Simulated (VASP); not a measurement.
# K2S (Fm-3m) in VASP: a series of runs

K2S is run at these levels: PBE; tasks: single point.

Program: VASP 6.6.1. These are calculated values, not measurements. Logs are shortened: lines on timing, memory, paths and dates and some standing lists are left out, and cuts for length are marked.

### 1 The cell of the first run

Symmetry: Fm-3m, No. 225, cubic system. The conventional cell has a = 7.309 Å, b = 7.309 Å, c = 7.309 Å, α = 90.00°, β = 90.00°, γ = 90.00°. Within 4.2 Å of K (site symmetry -43m) lie 4 S at 3.16 Å and 6 K at 3.65 Å. S (site symmetry m-3m) has 8 K at 3.16 Å within 4.2 Å.

### 2 Single point, PBE (volume changed by -6%)

The input, INCAR:

```
ALGO     = Normal         # electronic algorithm
EDIFF    = 1E-6           # SCF threshold, eV
ENCUT    = 500            # plane-wave cutoff, eV
GGA      = PE             # functional
GGA_COMPAT= False        
ISIF     = 2              # what is computed and relaxed
ISMEAR   = 0              # smearing method
LASPH    = True           # aspherical terms in the spheres
LCHARG   = True           # write CHGCAR
LELF     = True           # ELF
LREAL    = False          # projectors in reciprocal space
LVHAR    = True         
LWAVE    = False          # write WAVECAR
NBANDS   = 19             # bands
NELM     = 120            # most SCF steps
PREC     = Accurate       # precision mode
SIGMA    = 0.01           # smearing width, eV
```

The input, KPOINTS:

```
k-points
0
Gamma
  6 6 6
```

The input, POSCAR:

```
K2S
1.0
    0.0000000000      3.6544736324      3.6544736324
    3.6544736324      0.0000000000      3.6544736324
    3.6544736324      3.6544736324      0.0000000000
K S
2 1
Direct
    0.2500000000      0.2500000000      0.2500000000
    0.7500000000      0.7500000000      0.7500000000
    0.0000000000      0.0000000000      0.0000000000
```

Potentials or basis: VASP PAW PBE potentials, release 64 (K_sv, S).

On the command line:

```
cat potpaw_PBE.64/K_sv/POTCAR potpaw_PBE.64/S/POTCAR > POTCAR
mpirun -np 1 vasp_std > vasp.out
```

OUTCAR:

```text
EDIFF = 1E-6
   ENCUT = 500
   GGA = PE
   ISIF = 2
   ISMEAR = 0
   LASPH = True
   LREAL = False
   NELM = 120
   PREC = Accurate

 ion  position               nearest neighbor table
   1  0.250  0.250  0.250-   3 3.16   3 3.16   3 3.16   3 3.16   2 3.65   2 3.65   2 3.65   2 3.65
                             2 3.65   2 3.65
   2  0.750  0.750  0.750-   3 3.16   3 3.16   3 3.16   3 3.16   1 3.65   1 3.65   1 3.65   1 3.65
                             1 3.65   1 3.65
   3  0.000  0.000  0.000-   2 3.16   2 3.16   2 3.16   1 3.16   1 3.16   1 3.16   2 3.16   1 3.16

  LATTYP: Found a face centered cubic cell.
 ALAT       =     7.3089472648

  Lattice vectors:

 A1 = (   0.0000000000,   3.6544736324,   3.6544736324)
 A2 = (   3.6544736324,   0.0000000000,   3.6544736324)
 A3 = (   3.6544736324,   3.6544736324,   0.0000000000)

Analysis of symmetry for initial positions (statically):
=====================================================================
 Subroutine PRICEL returns:
 Original cell was already a primitive cell.

 Routine SETGRP: Setting up the symmetry group for a
 face centered cubic supercell.

 Subroutine GETGRP returns: Found 48 space group operations
 (whereof 48 operations were pure point group operations)
 out of a pool of 48 trial point group operations.

The static configuration has the point symmetry O_h .

Analysis of symmetry for dynamics (positions and initial velocities):
=====================================================================
 Subroutine PRICEL returns:
 Original cell was already a primitive cell.

 Routine SETGRP: Setting up the symmetry group for a
 face centered cubic supercell.

 Subroutine GETGRP returns: Found 48 space group operations
 (whereof 48 operations were pure point group operations)
 out of a pool of 48 trial point group operations.

The dynamic configuration has the point symmetry O_h .

 Subroutine INISYM returns: Found 48 space group operations
 (whereof 48 operations are pure point group operations),
 and found     1 'primitive' translations

----------------------------------------------------------------------------------------

                                     Primitive cell

  volume of cell :      97.6123

  direct lattice vectors                    reciprocal lattice vectors
     0.000000000  3.654473632  3.654473632    -0.136818609  0.136818609  0.136818609
     3.654473632  0.000000000  3.654473632     0.136818609 -0.136818609  0.136818609
     3.654473632  3.654473632  0.000000000     0.136818609  0.136818609 -0.136818609

  length of vectors
     5.168206174  5.168206174  5.168206174     0.236976783  0.236976783  0.236976783

  position of ions in fractional coordinates (direct lattice)
     0.250000000  0.250000000  0.250000000
     0.750000000  0.750000000  0.750000000
     0.000000000  0.000000000  0.000000000

  ion indices of the primitive-cell ions
   primitive index   ion index
                 1           1
                 2           2
                 3           3

----------------------------------------------------------------------------------------

 KPOINTS: k-points

Automatic generation of k-mesh.
 Grid dimensions read from file:
 generate k-points for:    6    6    6

 Generating k-lattice:

  Cartesian coordinates                     Fractional coordinates (reciprocal lattice)
    -0.022803102  0.022803102  0.022803102     0.166666667  0.000000000  0.000000000
     0.022803102 -0.022803102  0.022803102     0.000000000  0.166666667  0.000000000
     0.022803102  0.022803102 -0.022803102     0.000000000  0.000000000  0.166666667

  Length of vectors
     0.039496130  0.039496130  0.039496130

  Shift w.r.t. Gamma in fractional coordinates (k-lattice)
     0.000000000  0.000000000  0.000000000

 Subroutine IBZKPT returns following result:
 ===========================================

 Found     16 irreducible k-points:

 Following reciprocal coordinates:
            Coordinates               Weight
  0.000000  0.000000  0.000000      1.000000
  0.166667  0.000000  0.000000      8.000000
  0.333333  0.000000  0.000000      8.000000
  0.500000  0.000000  0.000000      4.000000
  0.166667  0.166667  0.000000      6.000000
  0.333333  0.166667  0.000000     24.000000
[... 8 lines left out ...]
 -0.333333  0.333333  0.166667     24.000000
 -0.333333  0.500000  0.166667     12.000000
   k-points           NKPTS =     16   k-points in BZ     NKDIM =     16   number of bands    NBANDS=     19
   number of dos      NEDOS =    301   number of ions     NIONS =      3
   total plane-waves  NPLWV =  64000
   dimension x,y,z NGX =    40 NGY =   40 NGZ =   40
   dimension x,y,z NGXF=    80 NGYF=   80 NGZF=   80
   ions per type =               2   1
   NGX,Y,Z   is equivalent  to a cutoff of  12.87, 12.87, 12.87 a.u.
   NGXF,Y,Z  is equivalent  to a cutoff of  25.73, 25.73, 25.73 a.u.
 SYSTEM =  unknown system
   PREC   = accura    normal or accurate (medium, high low for compatibility)
   ISTART =      0    job   : 0-new  1-cont  2-samecut
   ICHARG =      2    charge: 1-file 2-atom 10-const
   ISPIN  =      1    spin polarized calculation?
   LNONCOLLINEAR =      F non collinear calculations
   LSORBIT =      F    spin-orbit coupling
   LASPH  =      T    aspherical Exc in radial PAW
   ENCUT  =  500.0 eV  36.75 Ry    6.06 a.u.   9.42  9.42  9.42*2*pi/ulx,y,z
   NELM   =    120;   NELMIN=  2; NELMDL= -5     # of ELM steps
   EDIFF  = 0.1E-05   stopping-criterion for ELM
   LREAL  =      F    real-space projection
   EDIFFG = 0.1E-04   stopping-criterion for IOM
   NSW    =      0    number of steps for IOM
   IBRION =     -1    ionic relax: 0-MD 1-quasi-New 2-CG
   NFREE  =      0    steps in history (QN), initial steepest desc. (CG)
   ISIF   =      2    stress and relaxation
   ISYM   =      2    0-nonsym 1-usesym 2-fastsym
   POTIM  = 0.5000    time-step for ionic-motion
   TEBEG  =    0.0;   TEEND  =   0.0 temperature during run
   PSTRESS=    0.0 pullay stress
   NELECT =      24.0000    total number of electrons
   NUPDOWN=      -1.0000    fix difference up-down
   EMIN   =  10.00;   EMAX   =-10.00  energy-range for DOS
   EFERMI =   0.00;   METHOD = LEGACY
   ISMEAR =     0;   SIGMA  =   0.01  broadening in eV -4-tet -1-fermi 0-gaus
   EFERMI_NEDOS =   21; number of points for ismear=-14 and -15
   IALGO  =     38    algorithm
   IMIX   =      4    mixing-type and parameters
     AMIX     =   0.40;   BMIX     =  1.00
     AMIX_MAG =   1.60;   BMIX_MAG =  1.00
  volume/ion in A,a.u.               =      32.54       219.57
  Fermi-wavevector in a.u.,A,eV,Ry     =   1.025598  1.938099 14.311300  1.051851
  Thomas-Fermi vector in A             =   2.159446
   LORBIT       =      0    0 simple, 1 ext, 2 COOP (PROOUT), +10 PAW based schemes
   GGA     = PE    functional components
   LHFCALC =     F    Hartree Fock is set to
   AEXX    =    0.0000 exact exchange contribution
   IVDW    =     0    specifies the selected vdW correction
   LEPSILON=     F    determine dielectric tensor
   LRPA    =     F    only Hartree local field effects (RPA)
 non-spin polarized calculation
 Gauss-broadening in eV      SIGMA  =   0.01
  energy-cutoff  :      500.00
  volume of cell :       97.61
 maximum number of plane-waves:      2505
 NGX is ok and might be reduce to    40
   NGX = 19   NGY = 19   NGZ = 19

 number of electron      23.9999999 magnetization

 Free energy of the ion-electron system (eV)
  ---------------------------------------------------
  ext. energy  EPLUGINS =         0.00000000
  ---------------------------------------------------
  free energy    TOTEN  =        -9.39378313 eV

  energy without entropy =       -9.39378313  energy(sigma->0) =       -9.39378313

 E-fermi :  -0.0727     XC(G=0):  -7.4821

 val. band max:       -0.2111895117   @ k =   0.5000   0.5000   0.0000
 cond. band min:       2.2685377175   @ k =   0.0000   0.0000   0.0000
 fundamental gap:      2.4797272293
 Fermi energy:        -0.0727208460

 k-point     1 :       0.0000    0.0000    0.0000
  band No.  band energies     occupation
      1     -29.3608      2.00000
      2     -29.2648      2.00000
      3     -12.9676      2.00000
      4     -12.9676      2.00000
      5     -12.9676      2.00000
      6     -12.7033      2.00000
[... 11 lines left out ...]
     18       7.3962      0.00000
     19       8.3856      0.00000

 k-point     2 :       0.1667    0.0000    0.0000
  band No.  band energies     occupation
      1     -29.3541      2.00000
      2     -29.2709      2.00000
      3     -12.9618      2.00000
      4     -12.9524      2.00000
      5     -12.9524      2.00000
      6     -12.7539      2.00000
[... 11 lines left out ...]
     18       7.5287      0.00000
     19       7.9059      0.00000

 k-point     3 :       0.3333    0.0000    0.0000
  band No.  band energies     occupation
      1     -29.3359      2.00000
      2     -29.2879      2.00000
      3     -12.9588      2.00000
      4     -12.9090      2.00000
      5     -12.9090      2.00000
      6     -12.8395      2.00000
[... 11 lines left out ...]
     18       7.5451      0.00000
     19       7.5451      0.00000

 k-point     4 :       0.5000    0.0000    0.0000
  band No.  band energies     occupation
      1     -29.3117      2.00000
      2     -29.3115      2.00000
      3     -12.9686      2.00000
      4     -12.8680      2.00000
      5     -12.8510      2.00000
      6     -12.8510      2.00000
[... 11 lines left out ...]
     18       7.4672      0.00000
     19       7.6495      0.00000

 k-point     5 :       0.1667    0.1667    0.0000
  band No.  band energies     occupation
      1     -29.3524      2.00000
      2     -29.2724      2.00000
      3     -12.9856      2.00000
      4     -12.9856      2.00000
      5     -12.8846      2.00000
      6     -12.8402      2.00000
[... 11 lines left out ...]
     18       7.3206      0.00000
     19       7.3206      0.00000

 k-point     6 :       0.3333    0.1667    0.0000
  band No.  band energies     occupation
      1     -29.3396      2.00000
      2     -29.2842      2.00000
      3     -13.0056      2.00000
      4     -12.9825      2.00000
      5     -12.9458      2.00000
      6     -12.8073      2.00000
[... 11 lines left out ...]
     18       7.3080      0.00000
     19       8.0640      0.00000

 k-point     7 :       0.5000    0.1667    0.0000
  band No.  band energies     occupation
      1     -29.3194      2.00000
      2     -29.3035      2.00000
      3     -13.0588      2.00000
      4     -12.9585      2.00000
      5     -12.9408      2.00000
      6     -12.7747      2.00000
[... 11 lines left out ...]
     18       7.2051      0.00000
     19       8.0125      0.00000

 k-point     8 :      -0.3333    0.1667    0.0000
  band No.  band energies     occupation
      1     -29.3254      2.00000
      2     -29.2977      2.00000
      3     -13.0579      2.00000
      4     -12.9276      2.00000
      5     -12.8697      2.00000
      6     -12.8425      2.00000
[... 80 lines left out ...]
 k-point    12 :      -0.3333    0.3333    0.0000
  band No.  band energies     occupation
      1     -29.3112      2.00000
      2     -29.3112      2.00000
      3     -13.1506      2.00000
      4     -12.9902      2.00000
      5     -12.9564      2.00000
      6     -12.7559      2.00000
[... 11 lines left out ...]
     18       7.3510      0.00000
     19       7.9854      0.00000

 k-point    13 :       0.5000    0.5000    0.0000
  band No.  band energies     occupation
      1     -29.3269      2.00000
      2     -29.2951      2.00000
      3     -13.2069      2.00000
      4     -13.0384      2.00000
      5     -13.0384      2.00000
      6     -12.6613      2.00000
[... 11 lines left out ...]
     18       7.5161      0.00000
     19       7.7870      0.00000

 k-point    14 :       0.5000    0.3333    0.1667
  band No.  band energies     occupation
      1     -29.3274      2.00000
      2     -29.2955      2.00000
      3     -13.0978      2.00000
      4     -13.0188      2.00000
      5     -12.9322      2.00000
      6     -12.7755      2.00000
[... 11 lines left out ...]
     18       7.5313      0.00000
     19       7.8670      0.00000

 k-point    15 :      -0.3333    0.3333    0.1667
  band No.  band energies     occupation
      1     -29.3112      2.00000
      2     -29.3112      2.00000
      3     -13.1416      2.00000
      4     -13.0396      2.00000
      5     -12.8578      2.00000
      6     -12.8549      2.00000
[... 11 lines left out ...]
     18       7.2045      0.00000
     19       7.9604      0.00000

 k-point    16 :      -0.3333    0.5000    0.1667
  band No.  band energies     occupation
      1     -29.3190      2.00000
      2     -29.3031      2.00000
      3     -13.1868      2.00000
      4     -13.0603      2.00000
      5     -12.9474      2.00000
      6     -12.7589      2.00000
[... 11 lines left out ...]
     18       7.4461      0.00000
     19       7.8523      0.00000

------------------------ aborting loop because EDIFF is reached ----------------------------------------

  FORCE on cell =-STRESS in cart. coord.  units (eV):
  Direction    XX          YY          ZZ          XY          YZ          ZX
  --------------------------------------------------------------------------------------
  -------------------------------------------------------------------------------------
  Total        0.8212628      0.8212628      0.8212628      0.0000000      0.0000000     -0.0000000
  in kB       13.4799494     13.4799494     13.4799494      0.0000000      0.0000000     -0.0000000
  external PRESSURE =      13.4799494 kB  Pullay stress =       0.0000000 kB

 VOLUME and BASIS-vectors are now :
 -----------------------------------------------------------------------------
  energy-cutoff  :      500.00
  volume of cell :       97.61
      direct lattice vectors                 reciprocal lattice vectors
     0.000000000  3.654473632  3.654473632    -0.136818609  0.136818609  0.136818609
     3.654473632  0.000000000  3.654473632     0.136818609 -0.136818609  0.136818609
     3.654473632  3.654473632  0.000000000     0.136818609  0.136818609 -0.136818609

 POSITION                                       TOTAL-FORCE (eV/Angst)
 -----------------------------------------------------------------------------------
      1.82724      1.82724      1.82724        -0.000000     -0.000000     -0.000000
      5.48171      5.48171      5.48171         0.000000      0.000000      0.000000
      0.00000      0.00000      0.00000         0.000000     -0.000000      0.000000
 -----------------------------------------------------------------------------------
    total drift:                               -0.000000     -0.000000      0.000000

  FREE ENERGIE OF THE ION-ELECTRON SYSTEM (eV)
  ---------------------------------------------------
  free  energy   TOTEN  =        -9.3937831274 eV

  energy  without entropy=       -9.3937831274  energy(sigma->0) =       -9.39378313
```

Wall time 27 s (1 thread of AMD EPYC 9R45 (Zen 5), shared host); peak memory 0.21 GiB.

What came out:

* Free energy: -9.3938 eV
* Pressure: 1.3 GPa
* Band gap on the k mesh: 2.48 eV, indirect (least direct gap 2.71 eV)

Levels at points of the mesh, in eV from the valence-band top:
```tsv
k point	band 8	band 9	band 10	band 11	band 12	band 13	band 14	band 15	band 16	band 17
(0.00, 0.00, 0.00)	-12.49	-9.65	-0.23	-0.23	-0.23	2.48	5.47	5.47	7.61	7.61
(0.50, 0.00, 0.00)	-12.63	-9.42	-0.64	-0.08	-0.08	4.79	5.20	5.87	5.87	7.68
(0.50, 0.50, 0.00)	-12.41	-9.37	-0.79	0.00	0.00	3.52	5.36	6.66	6.80	7.73
```

(Continued in part 2 of 2.)
